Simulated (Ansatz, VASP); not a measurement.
## AlSn in VASP and in Ansatz

Contents of INCAR:

```
SYSTEM = AlSn
ALGO = Normal ; EDIFF = 1E-7
ENCUT = 520 ; GGA = PE
ISIF = 2 ; ISMEAR = 0
LASPH = .TRUE. ; LCHARG = .FALSE.
LREAL = .FALSE. ; LWAVE = .FALSE.
NBANDS = 16 ; NELM = 60
PREC = Accurate ; SIGMA = 0.011
```

The input KPOINTS:

```
k-points
0
G
  7 7 8
  0 0 0
```

Contents of POSCAR:

```
AlSn
1.0
    4.1981056157      0.0000000000      0.0000000000
   -2.0990528078      3.6356661109      0.0000000000
    0.0000000000      0.0000000000      3.3068470000
Sn Al
1 1
Direct
    0.3333333333      0.6666666667      0.5000000000
    0.0000000000      0.0000000000      0.0000000000
```

File input.yaml:

```yaml
crystal:
  lattice:
    - [4.1981056157, 0.0, 0.0]
    - [-2.0990528078, 3.6356661109, 0.0]
    - [0.0, 0.0, 3.306847]
  atoms:
    - { symbol: Sn, position: [0.3333333333, 0.6666666667, 0.5] }
    - { symbol: Al, position: [0.0, 0.0, 0.0] }
hamiltonian:
  xc: pbe
  pseudopotentials: { kind: paw }
kpoints:
  mp_grid: { grid: [7, 7, 8] }
scf:
  occupations: { method: gaussian, width: 0.011 }
output:
  forces: true
  stress: true
  eigenvalues: true
  write_density: true
  write_potential: true
  elf: true
  volumetric_format: npy
```

Alike in both runs: task single point; functional PBE; k mesh 7 × 7 × 8; occupations gaussian, width 0.011 eV; no spin polarisation.

|  | VASP | Ansatz |
| --- | --- | --- |
| version | VASP 6.6.1 | Ansatz 0.2.0 |
| potentials or method | VASP PAW PBE potentials, release 64 (Sn_d, Al) | Ansatz PAW |
| plane-wave cutoff (eV) | 520 | 420 |
| valence electrons in the cell | 17 | 17 |

Ansatz gave:

| Item | Value |
| --- | --- |
| gap on the k mesh at the Fermi level (eV) | none |
| pressure (GPa) | 0.3 |
| traceless stress, the component that is largest in VASP (GPa) | 0.54 |

What did VASP give for the same quantities?

gap on the k mesh at the Fermi level (eV): none; pressure (GPa): 0.2; traceless stress, the component that is largest in VASP (GPa): 0.54.

A gap of «none» marks a metal or a gap that the smearing closes. The functional is the same, so the differences come from potentials, cutoffs and numerics.
